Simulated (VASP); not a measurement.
# ZnO (P6_3/mmc) in VASP: single point with r2SCAN

Aim: the single point of ZnO with r2SCAN.

All numbers are computed with VASP 6.6.1; they aren't measurements. Logs are shortened: lines on timing, memory, paths and dates and some standing lists are left out, and cuts for length are marked.

## Step 1: The cell of the first run

It takes space group P6_3/mmc (No. 194, hexagonal). Conventional cell: a = 3.347 Å, b = 3.347 Å, c = 4.386 Å, α = 90.00°, β = 90.00°, γ = 120.00°. Within 2.6 Å of Zn (site symmetry -6m2) lie 5 O at 1.93 to 2.19 Å. Within 2.6 Å of O (site symmetry -6m2) lie 5 Zn at 1.93 to 2.19 Å.

## Step 2: Single point, r2SCAN (10.64 Å³/atom)

POSCAR reads:

```
ZnO
1.0
    3.3467887072      0.0000000000      0.0000000000
   -1.6733943536      2.8984040415      0.0000000000
    0.0000000000      0.0000000000      4.3861631229
Zn O
2 2
Direct
    0.3333333333      0.6666666667      0.2500000000
    0.6666666667      0.3333333333      0.7500000000
    0.6666666667      0.3333333333      0.2500000000
    0.3333333333      0.6666666667      0.7500000000
```

INCAR.step1 reads:

```
  PREC = Accurate
  ENCUT = 1480
  ISMEAR = 0
  SIGMA = 0.01
  LREAL = F
  LASPH = T
  NELM = 120
  NBANDS = 26
  GGA = PE
  ALGO = Normal
  EDIFF = 1E-5
  LWAVE = T
  LCHARG = F
  GGA_COMPAT = F
```

INCAR.step2 reads:

```
  PREC = Accurate
  ENCUT = 1480
  EDIFF = 1E-6
  ISMEAR = 0
  SIGMA = 0.01
  LREAL = F
  LASPH = T
  NELM = 120
  ALGO = Normal
  ISIF = 2
  LWAVE = F
  LCHARG = F
  METAGGA = R2SCAN
  LMIXTAU = T
  NBANDS = 26
  ISTART = 1
  GGA_COMPAT = F
```

KPOINTS reads:

```
regular mesh
0
Gamma
  9 9 6
```

Potentials or basis: VASP PAW PBE potentials, release 64 (Zn, O_h).

Launch:

```bash
$ cat potpaw_PBE.64/Zn/POTCAR potpaw_PBE.64/O_h/POTCAR > POTCAR
$ cp INCAR.step1 INCAR
$ mpirun -np 1 vasp_std > vasp.out
$ cp INCAR.step2 INCAR
$ mpirun -np 1 vasp_std > vasp.out
```

OUTCAR:

```text
PREC = Accurate
   ENCUT = 1480
   EDIFF = 1E-6
   ISMEAR = 0
   LREAL = F
   LASPH = T
   NELM = 120
   ISIF = 2
   METAGGA = R2SCAN
   ISTART = 1

 ion  position               nearest neighbor table
   1  0.333  0.667  0.250-   3 1.93   3 1.93   3 1.93   4 2.19   4 2.19   2 2.92   2 2.92   2 2.92
                             2 2.92   2 2.92   2 2.92
   2  0.667  0.333  0.750-   4 1.93   4 1.93   4 1.93   3 2.19   3 2.19   1 2.92   1 2.92   1 2.92
                             1 2.92   1 2.92   1 2.92
   3  0.667  0.333  0.250-   1 1.93   1 1.93   1 1.93   2 2.19   2 2.19
   4  0.333  0.667  0.750-   2 1.93   2 1.93   2 1.93   1 2.19   1 2.19

  LATTYP: Found a hexagonal cell.
 ALAT       =     3.3467887072
 C/A-ratio  =     1.3105587196

  Lattice vectors:

 A1 = (   3.3467887072,   0.0000000000,   0.0000000000)
 A2 = (  -1.6733943536,   2.8984040415,   0.0000000000)
 A3 = (   0.0000000000,   0.0000000000,   4.3861631229)

Analysis of symmetry for initial positions (statically):
=====================================================================
 Subroutine PRICEL returns:
 Original cell was already a primitive cell.

 Routine SETGRP: Setting up the symmetry group for a
 hexagonal supercell.

 Subroutine GETGRP returns: Found 24 space group operations
 (whereof 12 operations were pure point group operations)
 out of a pool of 24 trial point group operations.

The static configuration has the point symmetry D_3d.
 The point group associated with its full space group is D_6h.

Analysis of symmetry for dynamics (positions and initial velocities):
=====================================================================
 Subroutine PRICEL returns:
 Original cell was already a primitive cell.

 Routine SETGRP: Setting up the symmetry group for a
 hexagonal supercell.

 Subroutine GETGRP returns: Found 24 space group operations
 (whereof 12 operations were pure point group operations)
 out of a pool of 24 trial point group operations.

The dynamic configuration has the point symmetry D_3d.
 The point group associated with its full space group is D_6h.

 Subroutine INISYM returns: Found 24 space group operations
 (whereof 12 operations are pure point group operations),
 and found     1 'primitive' translations

----------------------------------------------------------------------------------------

                                     Primitive cell

  volume of cell :      42.5473

  direct lattice vectors                    reciprocal lattice vectors
     3.346788707  0.000000000  0.000000000     0.298793885  0.172508730  0.000000000
    -1.673394354  2.898404042  0.000000000     0.000000000  0.345017460  0.000000000
     0.000000000  0.000000000  4.386163123     0.000000000  0.000000000  0.227989697

  length of vectors
     3.346788707  3.346788707  4.386163123     0.345017460  0.345017460  0.227989697

  position of ions in fractional coordinates (direct lattice)
     0.333333333  0.666666667  0.250000000
     0.666666667  0.333333333  0.750000000
     0.666666667  0.333333333  0.250000000
     0.333333333  0.666666667  0.750000000

  ion indices of the primitive-cell ions
   primitive index   ion index
                 1           1
                 2           2
                 3           3
                 4           4

----------------------------------------------------------------------------------------

 KPOINTS: regular mesh

Automatic generation of k-mesh.
 Grid dimensions read from file:
 generate k-points for:    9    9    6

 Generating k-lattice:

  Cartesian coordinates                     Fractional coordinates (reciprocal lattice)
     0.033199321  0.019167637  0.000000000     0.111111111  0.000000000  0.000000000
     0.000000000  0.038335273  0.000000000     0.000000000  0.111111111  0.000000000
     0.000000000  0.000000000  0.037998283     0.000000000  0.000000000  0.166666667

  Length of vectors
     0.038335273  0.038335273  0.037998283

  Shift w.r.t. Gamma in fractional coordinates (k-lattice)
     0.000000000  0.000000000  0.000000000

 Subroutine IBZKPT returns following result:
 ===========================================

 Found     48 irreducible k-points:

 Following reciprocal coordinates:
            Coordinates               Weight
  0.000000  0.000000  0.000000      1.000000
  0.111111  0.000000  0.000000      6.000000
  0.222222  0.000000  0.000000      6.000000
  0.333333  0.000000  0.000000      6.000000
  0.444444  0.000000  0.000000      6.000000
  0.111111  0.111111  0.000000      6.000000
[... 16 lines left out ...]
  0.333333  0.222222  0.166667     24.000000
  0.333333  0.333333  0.166667      4.000000
 [... further k-points ...]
   k-points           NKPTS =     48   k-points in BZ     NKDIM =     48   number of bands    NBANDS=     26
   number of dos      NEDOS =    301   number of ions     NIONS =      4
   total plane-waves  NPLWV =  98784
   dimension x,y,z NGX =    42 NGY =   42 NGZ =   56
   dimension x,y,z NGXF=    84 NGYF=   84 NGZF=  112
   ions per type =               2   2
   NGX,Y,Z   is equivalent  to a cutoff of  20.86, 20.86, 21.23 a.u.
   NGXF,Y,Z  is equivalent  to a cutoff of  41.73, 41.73, 42.45 a.u.
 SYSTEM =  unknown system
   PREC   = accura    normal or accurate (medium, high low for compatibility)
   ISTART =      1    job   : 0-new  1-cont  2-samecut
   ICHARG =      0    charge: 1-file 2-atom 10-const
   ISPIN  =      1    spin polarized calculation?
   LNONCOLLINEAR =      F non collinear calculations
   LSORBIT =      F    spin-orbit coupling
   LASPH  =      T    aspherical Exc in radial PAW
   ENCUT  = 1480.0 eV 108.78 Ry   10.43 a.u.  10.50 10.50 13.76*2*pi/ulx,y,z
   NELM   =    120;   NELMIN=  2; NELMDL=  0     # of ELM steps
   EDIFF  = 0.1E-05   stopping-criterion for ELM
   LREAL  =      F    real-space projection
   EDIFFG = 0.1E-04   stopping-criterion for IOM
   NSW    =      0    number of steps for IOM
   IBRION =     -1    ionic relax: 0-MD 1-quasi-New 2-CG
   NFREE  =      0    steps in history (QN), initial steepest desc. (CG)
   ISIF   =      2    stress and relaxation
   ISYM   =      2    0-nonsym 1-usesym 2-fastsym
   POTIM  = 0.5000    time-step for ionic-motion
   TEBEG  =    0.0;   TEEND  =   0.0 temperature during run
   PSTRESS=    0.0 pullay stress
   NELECT =      36.0000    total number of electrons
   NUPDOWN=      -1.0000    fix difference up-down
   EMIN   =  10.00;   EMAX   =-10.00  energy-range for DOS
   EFERMI =   0.00;   METHOD = LEGACY
   ISMEAR =     0;   SIGMA  =   0.01  broadening in eV -4-tet -1-fermi 0-gaus
   EFERMI_NEDOS =   21; number of points for ismear=-14 and -15
   IALGO  =     38    algorithm
   IMIX   =      4    mixing-type and parameters
     AMIX     =   0.40;   BMIX     =  1.00
     AMIX_MAG =   1.60;   BMIX_MAG =  1.00
  volume/ion in A,a.u.               =      10.64        71.78
  Fermi-wavevector in a.u.,A,eV,Ry     =   1.548407  2.926064 32.620823  2.397563
  Thomas-Fermi vector in A             =   2.653361
   LORBIT       =      0    0 simple, 1 ext, 2 COOP (PROOUT), +10 PAW based schemes
   METAGGA = R2SCAN    functional components
   LHFCALC =     F    Hartree Fock is set to
   AEXX    =    0.0000 exact exchange contribution
   IVDW    =     0    specifies the selected vdW correction
   LEPSILON=     F    determine dielectric tensor
   LRPA    =     F    only Hartree local field effects (RPA)
 non-spin polarized calculation
 Gauss-broadening in eV      SIGMA  =   0.01
  energy-cutoff  :     1480.00
  volume of cell :       42.55
 maximum number of plane-waves:      5548
 NGX is ok and might be reduce to    42
   NGX = 21   NGY = 21   NGZ = 27

 number of electron      35.9999999 magnetization

 Free energy of the ion-electron system (eV)
  ---------------------------------------------------
  ext. energy  EPLUGINS =         0.00000000
  ---------------------------------------------------
  free energy    TOTEN  =       -35.99485003 eV

  energy without entropy =      -35.99485003  energy(sigma->0) =      -35.99485003

 E-fermi :   2.1214     XC(G=0): -12.3547

 val. band max:        2.0520530267   @ k =   0.0000   0.0000   0.0000
 cond. band min:       3.7003058713   @ k =   0.0000   0.0000   0.0000
 fundamental gap:      1.6482528445
 Fermi energy:         2.1214327265

 k-point     1 :       0.0000    0.0000    0.0000
  band No.  band energies     occupation
      1     -17.5858      2.00000
      2     -16.2839      2.00000
      3      -4.1643      2.00000
      4      -4.1643      2.00000
      5      -4.0155      2.00000
      6      -4.0155      2.00000
[... 18 lines left out ...]
     25      16.6944      0.00000
     26      18.7245      0.00000

 k-point     2 :       0.1111    0.0000    0.0000
  band No.  band energies     occupation
      1     -17.5134      2.00000
      2     -16.2757      2.00000
      3      -4.1824      2.00000
      4      -4.1057      2.00000
      5      -4.0488      2.00000
      6      -3.9147      2.00000
[... 18 lines left out ...]
     25      17.0262      0.00000
     26      19.5801      0.00000

 k-point     3 :       0.2222    0.0000    0.0000
  band No.  band energies     occupation
      1     -17.3161      2.00000
      2     -16.2662      2.00000
      3      -4.2853      2.00000
      4      -4.0052      2.00000
      5      -3.9231      2.00000
      6      -3.6508      2.00000
[... 18 lines left out ...]
     25      17.5028      0.00000
     26      18.0127      0.00000

 k-point     4 :       0.3333    0.0000    0.0000
  band No.  band energies     occupation
      1     -17.0533      2.00000
      2     -16.2891      2.00000
      3      -4.3843      2.00000
      4      -3.8103      2.00000
      5      -3.6550      2.00000
      6      -3.5749      2.00000
[... 18 lines left out ...]
     25      16.5289      0.00000
     26      18.8407      0.00000
[... 496 lines left out ...]
      1     -16.8643      2.00000
      2     -16.3434      2.00000
      3      -4.1982      2.00000
      4      -4.1301      2.00000
      5      -3.5991      2.00000
      6      -3.5189      2.00000
[... 18 lines left out ...]
     25      15.5361      0.00000
     26      18.3319      0.00000

 k-point    23 :       0.3333    0.2222    0.1667
  band No.  band energies     occupation
      1     -16.6707      2.00000
      2     -16.4104      2.00000
      3      -4.1058      2.00000
      4      -3.8668      2.00000
      5      -3.5077      2.00000
      6      -3.4306      2.00000
[... 18 lines left out ...]
     25      16.0479      0.00000
     26      17.4429      0.00000

 k-point    24 :       0.3333    0.3333    0.1667
  band No.  band energies     occupation
      1     -16.5189      2.00000
      2     -16.5189      2.00000
      3      -3.8211      2.00000
      4      -3.8211      2.00000
      5      -3.4228      2.00000
      6      -3.4228      2.00000
[... 18 lines left out ...]
     25      17.0381      0.00000
     26      17.5517      0.00000

 [... further k-points ...]
[... 5 lines left out ...]
  --------------------------------------------------------------------------------------
  -------------------------------------------------------------------------------------
  Total        3.6763207      3.6763207      2.8494461      0.0000000     -0.0000000      0.0000000
  in kB      138.4369353    138.4369353    107.2998274      0.0000000     -0.0000000      0.0000000
  external PRESSURE =     128.0578993 kB  Pullay stress =       0.0000000 kB

 VOLUME and BASIS-vectors are now :
 -----------------------------------------------------------------------------
  energy-cutoff  :     1480.00
  volume of cell :       42.55
      direct lattice vectors                 reciprocal lattice vectors
     3.346788707  0.000000000  0.000000000     0.298793885  0.172508730  0.000000000
    -1.673394354  2.898404042  0.000000000     0.000000000  0.345017460  0.000000000
     0.000000000  0.000000000  4.386163123     0.000000000  0.000000000  0.227989697

 POSITION                                       TOTAL-FORCE (eV/Angst)
 -----------------------------------------------------------------------------------
     -0.00000      1.93227      1.09654         0.000000     -0.000000     -0.000000
      1.67339      0.96613      3.28962        -0.000000      0.000000      0.000000
      1.67339      0.96613      1.09654         0.000000      0.000000      0.000000
     -0.00000      1.93227      3.28962        -0.000000     -0.000000      0.000000
 -----------------------------------------------------------------------------------
    total drift:                               -0.000000      0.000000      0.000000

  FREE ENERGIE OF THE ION-ELECTRON SYSTEM (eV)
  ---------------------------------------------------
  free  energy   TOTEN  =       -35.9948500278 eV

  energy  without entropy=      -35.9948500278  energy(sigma->0) =      -35.99485003
```

Wall time 11 min (1 thread of Intel Xeon Platinum 8488C (Sapphire Rapids), shared host); peak memory 0.48 GiB.

Results:

```
Free energy            : -35.9949 eV
Pressure               : 12.8 GPa
Band gap on the k mesh : 1.65 eV
```

Caveat: the cell stands under pressure; the PAW data sets were made with another functional, which shifts forces and pressure a little.
